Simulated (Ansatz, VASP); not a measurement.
# ZnO in VASP and in Ansatz

The input INCAR:

```
SYSTEM = ZnO
PREC = Accurate
ENCUT = 1340
EDIFF = 1E-6
ISMEAR = -1
SIGMA = 0.05
LREAL = .False.
LASPH = .True.
NELM = 120
ALGO = Normal
ISIF = 2
LWAVE = .False.
LCHARG = .True.
GGA = PE
LELF = .True.
LVHAR = .True.
NBANDS = 16
GGA_COMPAT = .False.
```

The input KPOINTS:

```
regular mesh
0
Gamma
  11 11 11
  0 0 0
```

File POSCAR:

```
ZnO
1.0
    0.0000000000      2.1401216220      2.1401216220
    2.1401216220      0.0000000000      2.1401216220
    2.1401216220      2.1401216220      0.0000000000
Zn O
1 1
Direct
    0.0000000000      0.0000000000      0.0000000000
    0.5000000000      0.5000000000      0.5000000000
```

The input input.yaml:

```yaml
crystal:
  lattice:
    - [0.0, 2.140121622, 2.140121622]
    - [2.140121622, 0.0, 2.140121622]
    - [2.140121622, 2.140121622, 0.0]
  atoms:
    - { symbol: Zn, position: [0.0, 0.0, 0.0] }
    - { symbol: O, position: [0.5, 0.5, 0.5] }
hamiltonian:
  xc: pbe
  pseudopotentials: { kind: paw }
kpoints:
  mp_grid: { grid: [11, 11, 11] }
scf:
  occupations: { method: fermi_dirac, width: 0.05 }
output:
  forces: true
  stress: true
  eigenvalues: true
```

Alike in both runs: task single point; functional PBE; k mesh 11 × 11 × 11; occupations fermi-dirac, width 0.05 eV; no spin polarisation.

```csv
,VASP,Ansatz
version,VASP 6.6.1,Ansatz 0.2.0
potentials or method,"VASP PAW PBE potentials, release 64 (Zn, O_h)",Ansatz PAW
plane-wave cutoff (eV),1340,420
valence electrons in the cell,18,18
```

|  | VASP | Ansatz | Ansatz less VASP |
| --- | --- | --- | --- |
| gap on the k mesh at the Fermi level (eV) | 0.90 | 0.93 | +0.030 |
| least direct gap on the mesh (eV) | 2.24 | 2.28 | +0.032 |
| pressure (GPa) | 7.1 | 6.2 | -0.93 |

Noted on Ansatz's run: odd divisions of the mesh miss points on the zone boundary, where band edges often lie, so the gap on the mesh can be too wide.
